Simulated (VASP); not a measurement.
# Ga (I4/mmm) in VASP: a series of runs

The runs below take Ga through single point, with r2SCAN.

Everything below comes from runs of VASP 6.6.1. Logs are shortened: lines on timing, memory, paths and dates and some standing lists are left out, and cuts for length are marked.

### 1 The cell of the first run

The structure is tetragonal, space group I4/mmm (No. 139). Conventional cell: a = 2.752 Å, b = 2.752 Å, c = 4.438 Å, α = 90.00°, β = 90.00°, γ = 90.00°. Ga (site symmetry 4/mmm) has 12 Ga at 2.75 to 2.95 Å within 3.6 Å.

### 2 Single point, r2SCAN (16.81 Å³/atom)

POSCAR

```
Ga
1.0
   -1.3759891282      1.3759891282      2.2191392930
    1.3759891282     -1.3759891282      2.2191392930
    1.3759891282      1.3759891282     -2.2191392930
Ga
1
Direct
    0.0000000000      0.0000000000      0.0000000000
```

INCAR.step1

```
PREC     = Accurate       # precision mode
ENCUT    = 520            # plane-wave cutoff, eV
ISMEAR   = 0              # smearing method
SIGMA    = 0.1            # smearing width, eV
LREAL    = F              # projectors in reciprocal space
LASPH    = T              # aspherical terms in the spheres
NELM     = 100            # most SCF steps
NBANDS   = 12             # bands
GGA      = PE             # functional
ALGO     = Normal         # electronic algorithm
EDIFF    = 1E-4           # SCF threshold, eV
LWAVE    = T              # write WAVECAR
LCHARG   = F              # write CHGCAR
```

INCAR.step2

```
PREC     = Accurate       # precision mode
ENCUT    = 520            # plane-wave cutoff, eV
EDIFF    = 1E-7           # SCF threshold, eV
ISMEAR   = 0              # smearing method
SIGMA    = 0.1            # smearing width, eV
LREAL    = F              # projectors in reciprocal space
LASPH    = T              # aspherical terms in the spheres
NELM     = 100            # most SCF steps
ALGO     = Normal         # electronic algorithm
ISIF     = 2              # what is computed and relaxed
LWAVE    = F              # write WAVECAR
LCHARG   = F              # write CHGCAR
METAGGA  = R2SCAN         # meta-GGA
LMIXTAU  = T            
NBANDS   = 12             # bands
ISTART   = 1
```

KPOINTS

```
regular mesh
0
Gamma
  20 20 20
```

Potentials or basis: VASP PAW PBE potentials, release 64 (Ga_d).

Started as:

```
$ cat potpaw_PBE.64/Ga_d/POTCAR > POTCAR
$ cp INCAR.step1 INCAR
$ mpirun -np 1 vasp_std > vasp.out
$ cp INCAR.step2 INCAR
$ mpirun -np 1 vasp_std > vasp.out
```

OUTCAR:

```text
PREC = Accurate
   ENCUT = 520
   EDIFF = 1E-7
   ISMEAR = 0
   LREAL = F
   LASPH = T
   NELM = 100
   ISIF = 2
   METAGGA = R2SCAN
   ISTART = 1

 ion  position               nearest neighbor table
   1  0.000  0.000  0.000-

  LATTYP: Found a body centered tetragonal cell.
 ALAT       =     2.7519782564
 C/A-ratio  =     1.6127593217

  Lattice vectors:

 A1 = (  -1.3759891282,   1.3759891282,   2.2191392930)
 A2 = (   1.3759891282,  -1.3759891282,   2.2191392930)
 A3 = (   1.3759891282,   1.3759891282,  -2.2191392930)

Analysis of symmetry for initial positions (statically):
=====================================================================
 Subroutine PRICEL returns:
 Original cell was already a primitive cell.

 Routine SETGRP: Setting up the symmetry group for a
 body centered tetragonal supercell.

 Subroutine GETGRP returns: Found 16 space group operations
 (whereof 16 operations were pure point group operations)
 out of a pool of 16 trial point group operations.

The static configuration has the point symmetry D_4h.

Analysis of symmetry for dynamics (positions and initial velocities):
=====================================================================
 Subroutine PRICEL returns:
 Original cell was already a primitive cell.

 Routine SETGRP: Setting up the symmetry group for a
 body centered tetragonal supercell.

 Subroutine GETGRP returns: Found 16 space group operations
 (whereof 16 operations were pure point group operations)
 out of a pool of 16 trial point group operations.

The dynamic configuration has the point symmetry D_4h.

 Subroutine INISYM returns: Found 16 space group operations
 (whereof 16 operations are pure point group operations),
 and found     1 'primitive' translations

----------------------------------------------------------------------------------------

                                     Primitive cell

  volume of cell :      16.8064

  direct lattice vectors                    reciprocal lattice vectors
    -1.375989128  1.375989128  2.219139293     0.000000000  0.363374964  0.225312580
     1.375989128 -1.375989128  2.219139293     0.363374964  0.000000000  0.225312580
     1.375989128  1.375989128 -2.219139293     0.363374964  0.363374964  0.000000000

  length of vectors
     2.951486297  2.951486297  2.951486297     0.427559497  0.427559497  0.513889802

  position of ions in fractional coordinates (direct lattice)
     0.000000000  0.000000000  0.000000000

  ion indices of the primitive-cell ions
   primitive index   ion index
                 1           1

----------------------------------------------------------------------------------------

 KPOINTS: regular mesh

Automatic generation of k-mesh.
 Grid dimensions read from file:
 generate k-points for:   20   20   20

 Generating k-lattice:

  Cartesian coordinates                     Fractional coordinates (reciprocal lattice)
     0.000000000  0.018168748  0.011265629     0.050000000  0.000000000  0.000000000
     0.018168748  0.000000000  0.011265629     0.000000000  0.050000000  0.000000000
     0.018168748  0.018168748  0.000000000     0.000000000  0.000000000  0.050000000

  Length of vectors
     0.021377975  0.021377975  0.025694490

  Shift w.r.t. Gamma in fractional coordinates (k-lattice)
     0.000000000  0.000000000  0.000000000

 Subroutine IBZKPT returns following result:
 ===========================================

 Found    641 irreducible k-points:

 Following reciprocal coordinates:
            Coordinates               Weight
  0.000000  0.000000  0.000000      1.000000
  0.050000 -0.000000  0.000000      8.000000
  0.100000 -0.000000  0.000000      8.000000
  0.150000 -0.000000  0.000000      8.000000
  0.200000 -0.000000  0.000000      8.000000
  0.250000 -0.000000  0.000000      8.000000
[... 16 lines left out ...]
 -0.400000  0.050000 -0.000000     16.000000
 -0.350000  0.050000 -0.000000     16.000000
 [... further k-points ...]
   k-points           NKPTS =    641   k-points in BZ     NKDIM =    641   number of bands    NBANDS=     12
   number of dos      NEDOS =    301   number of ions     NIONS =      1
   total plane-waves  NPLWV =  13824
   dimension x,y,z NGX =    24 NGY =   24 NGZ =   24
   dimension x,y,z NGXF=    48 NGYF=   48 NGZF=   48
   ions per type =               1
   NGX,Y,Z   is equivalent  to a cutoff of  13.52, 13.52, 13.52 a.u.
   NGXF,Y,Z  is equivalent  to a cutoff of  27.04, 27.04, 27.04 a.u.
 SYSTEM =  unknown system
   PREC   = accura    normal or accurate (medium, high low for compatibility)
   ISTART =      1    job   : 0-new  1-cont  2-samecut
   ICHARG =      0    charge: 1-file 2-atom 10-const
   ISPIN  =      1    spin polarized calculation?
   LNONCOLLINEAR =      F non collinear calculations
   LSORBIT =      F    spin-orbit coupling
   LASPH  =      T    aspherical Exc in radial PAW
   ENCUT  =  520.0 eV  38.22 Ry    6.18 a.u.   5.49  5.49  5.49*2*pi/ulx,y,z
   NELM   =    100;   NELMIN=  2; NELMDL=  0     # of ELM steps
   EDIFF  = 0.1E-06   stopping-criterion for ELM
   LREAL  =      F    real-space projection
   EDIFFG = 0.1E-05   stopping-criterion for IOM
   NSW    =      0    number of steps for IOM
   IBRION =     -1    ionic relax: 0-MD 1-quasi-New 2-CG
   NFREE  =      0    steps in history (QN), initial steepest desc. (CG)
   ISIF   =      2    stress and relaxation
   ISYM   =      2    0-nonsym 1-usesym 2-fastsym
   POTIM  = 0.5000    time-step for ionic-motion
   TEBEG  =    0.0;   TEEND  =   0.0 temperature during run
   PSTRESS=    0.0 pullay stress
   NELECT =      13.0000    total number of electrons
   NUPDOWN=      -1.0000    fix difference up-down
   EMIN   =  10.00;   EMAX   =-10.00  energy-range for DOS
   EFERMI =   0.00;   METHOD = LEGACY
   ISMEAR =     0;   SIGMA  =   0.10  broadening in eV -4-tet -1-fermi 0-gaus
   EFERMI_NEDOS =   21; number of points for ismear=-14 and -15
   IALGO  =     38    algorithm
   IMIX   =      4    mixing-type and parameters
     AMIX     =   0.40;   BMIX     =  1.00
     AMIX_MAG =   1.60;   BMIX_MAG =  1.00
  volume/ion in A,a.u.               =      16.81       113.42
  Fermi-wavevector in a.u.,A,eV,Ry     =   1.502788  2.839858 30.727020  2.258372
  Thomas-Fermi vector in A             =   2.613983
   LORBIT       =      0    0 simple, 1 ext, 2 COOP (PROOUT), +10 PAW based schemes
   METAGGA = R2SCAN    functional components
   LHFCALC =     F    Hartree Fock is set to
   AEXX    =    0.0000 exact exchange contribution
   IVDW    =     0    specifies the selected vdW correction
   LEPSILON=     F    determine dielectric tensor
   LRPA    =     F    only Hartree local field effects (RPA)
 non-spin polarized calculation
 Gauss-broadening in eV      SIGMA  =   0.10
  energy-cutoff  :      520.00
  volume of cell :       16.81
 maximum number of plane-waves:       469
 NGX is ok and might be reduce to    24
   NGX = 11   NGY = 11   NGZ = 11

 number of electron      13.0000007 magnetization

 Free energy of the ion-electron system (eV)
  ---------------------------------------------------
  ext. energy  EPLUGINS =         0.00000000
  ---------------------------------------------------
  free energy    TOTEN  =       -11.29675473 eV

  energy without entropy =      -11.29498688  energy(sigma->0) =      -11.29587081

 E-fermi :   6.6456     XC(G=0): -12.8609

 val. band max:        6.6409583784   @ k =  -0.1500   0.3000   0.1500
 cond. band min:       6.6463179266   @ k =  -0.4500   0.4500   0.2000
 fundamental gap:      0.0053595482
 Fermi energy:         6.6455670936

 k-point     1 :       0.0000    0.0000    0.0000
  band No.  band energies     occupation
      1      -9.1073      2.00000
      2      -8.9310      2.00000
      3      -8.9310      2.00000
      4      -8.9244      2.00000
      5      -8.7386      2.00000
      6      -6.0240      2.00000
      7      20.9508      0.00000
      8      20.9508      0.00000
      9      21.0525      0.00000
     10      24.1242      0.00000
     11      24.1614      0.00000
     12      25.0470      0.00000

 k-point     2 :       0.0500   -0.0000    0.0000
  band No.  band energies     occupation
      1      -9.1026      2.00000
      2      -8.9334      2.00000
      3      -8.9275      2.00000
      4      -8.9224      2.00000
      5      -8.7411      2.00000
      6      -5.9498      2.00000
      7      19.8901      0.00000
      8      20.7118      0.00000
      9      20.8504      0.00000
     10      23.3610      0.00000
     11      24.6765      0.00000
     12      25.2771      0.00000

 k-point     3 :       0.1000   -0.0000    0.0000
  band No.  band energies     occupation
      1      -9.0908      2.00000
      2      -8.9429      2.00000
      3      -8.9176      2.00000
      4      -8.9133      2.00000
      5      -8.7478      2.00000
      6      -5.7262      2.00000
      7      17.7352      0.00000
      8      19.9891      0.00000
      9      20.6108      0.00000
     10      23.0025      0.00000
     11      24.5428      0.00000
     12      25.9006      0.00000
[... 286 lines left out ...]
 k-point    23 :      -0.4000    0.0500   -0.0000
  band No.  band energies     occupation
      1      -9.1030      2.00000
      2      -9.0454      2.00000
      3      -8.9050      2.00000
      4      -8.7437      2.00000
      5      -8.6938      2.00000
      6      -1.4152      2.00000
      7       5.4779      2.00000
      8      15.8629      0.00000
      9      19.4930      0.00000
     10      20.8927      0.00000
     11      22.7797      0.00000
     12      25.7653      0.00000

 k-point    24 :      -0.3500    0.0500   -0.0000
  band No.  band energies     occupation
      1      -9.0829      2.00000
      2      -9.0361      2.00000
      3      -8.8949      2.00000
      4      -8.7651      2.00000
      5      -8.7274      2.00000
      6      -2.5195      2.00000
      7       7.3705      0.00000
      8      16.1801      0.00000
      9      19.5492      0.00000
     10      21.2921      0.00000
     11      23.3422      0.00000
     12      25.6469      0.00000

 [... further k-points ...]
[... 5 lines left out ...]
  --------------------------------------------------------------------------------------
  -------------------------------------------------------------------------------------
  Total        0.4538573      0.4538573      0.4445988      0.0000000     -0.0000000      0.0000000
  in kB       43.2668531     43.2668531     42.3842281      0.0000000     -0.0000000      0.0000000
  external PRESSURE =      42.9726448 kB  Pullay stress =       0.0000000 kB

 VOLUME and BASIS-vectors are now :
 -----------------------------------------------------------------------------
  energy-cutoff  :      520.00
  volume of cell :       16.81
      direct lattice vectors                 reciprocal lattice vectors
    -1.375989128  1.375989128  2.219139293     0.000000000  0.363374964  0.225312580
     1.375989128 -1.375989128  2.219139293     0.363374964  0.000000000  0.225312580
     1.375989128  1.375989128 -2.219139293     0.363374964  0.363374964  0.000000000

 POSITION                                       TOTAL-FORCE (eV/Angst)
 -----------------------------------------------------------------------------------
      0.00000      0.00000      0.00000         0.000000      0.000000      0.000000
 -----------------------------------------------------------------------------------
    total drift:                               -0.000000      0.000000     -0.000000

  FREE ENERGIE OF THE ION-ELECTRON SYSTEM (eV)
  ---------------------------------------------------
  free  energy   TOTEN  =       -11.2967547334 eV

  energy  without entropy=      -11.2949868849  energy(sigma->0) =      -11.29587081
```

It took 11 min on 1 thread of Intel Xeon 8259CL, shared host; peak memory 0.25 GiB.

What came out:

* Free energy: -11.2968 eV
* Pressure: 4.3 GPa
* Band gap on the k mesh: zero (an odd number of electrons rules out a gap without spin polarisation)

Stress tensor (GPa, compression positive):
```
4.33 0.00 0.00
0.00 4.33 0.00
0.00 0.00 4.24
```

Caveat: the cell stands under pressure; the PAW data sets were made with another functional, which shifts forces and pressure a little.

(Part 1 of 2 ends here.)
